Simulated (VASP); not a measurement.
# Al5Cl2: single point with PBE

The system is Al5Cl2.

```
Al Cl
1.0
     5.06485    0.00000    0.00000
     0.00000    5.06485    0.00000
     0.00000    0.00000    5.41246
Al Cl
5 2
Direct
  0.00000 0.50000 0.77242
  0.50000 0.00000 0.77242
  0.00000 0.50000 0.22758
  0.50000 0.00000 0.22758
  0.00000 0.00000 0.50000
  0.50000 0.50000 0.50000
  0.50000 0.50000 0.00000
```

The cell was generated, and may not be a known phase.

* Program: VASP 6.6.1
* Task: single point
* Functional: PBE
* Potentials or basis: VASP PAW PBE potentials, release 64 (Al, Cl)
* Cutoff: 520 eV
* k mesh: 4 × 4 × 4
* Occupations: gaussian, width 0.1 eV
* Spin: no spin polarisation

```
Pressure               : 5.4 GPa
Largest force          : 1.725 eV/Å
Band gap on the k mesh : zero (an odd number of electrons rules out a gap without spin polarisation)
```

Forces in eV/Å, atoms in the order of the input:
```
Al   0.000  0.000 -1.725
Al   0.000  0.000 -1.725
Al   0.000  0.000  1.725
Al   0.000  0.000  1.725
Al   0.000  0.000  0.000
Cl   0.000  0.000  0.000
Cl   0.000  0.000  0.000
```

Stress tensor (GPa, compression positive):
```
 0.12  0.00  0.00
 0.00  0.12  0.00
 0.00  0.00 15.81
```

Levels at points of the mesh, in eV from the Fermi level:
| k point | band 11 | band 12 | band 13 | band 14 | band 15 | band 16 | band 17 | band 18 |
| --- | --- | --- | --- | --- | --- | --- | --- | --- |
| (0.00, 0.00, 0.00) | -2.09 | -0.87 | -0.84 | -0.74 | -0.74 | 1.01 | 1.01 | 1.07 |
| (0.50, 0.00, 0.00) | -1.87 | -1.69 | -1.24 | -0.86 | -0.20 | 0.49 | 1.45 | 1.99 |
| (0.50, 0.50, 0.00) | -1.73 | -1.73 | -1.02 | -0.84 | 0.48 | 0.48 | 0.52 | 0.53 |
| (0.00, 0.00, 0.50) | -4.04 | -3.29 | -0.28 | -0.28 | 0.90 | 0.90 | 1.18 | 1.50 |
| (0.50, 0.00, 0.50) | -3.32 | -2.42 | -1.20 | -0.01 | 0.03 | 0.07 | 2.25 | 2.95 |
| (0.50, 0.50, 0.50) | -1.60 | -1.60 | -1.45 | -1.45 | 1.84 | 2.11 | 2.89 | 2.89 |

It took 20 s on 1 thread of AMD EPYC 9R45 96-Core Processor (Zen 5), with other jobs on the host, peak memory 0.22 GiB.

Caveat: the stress differs along the axes, from 0 to 16 GPa; forces of over 1 eV/Å act on the atoms, so gaps and moduli don't describe the material at rest.
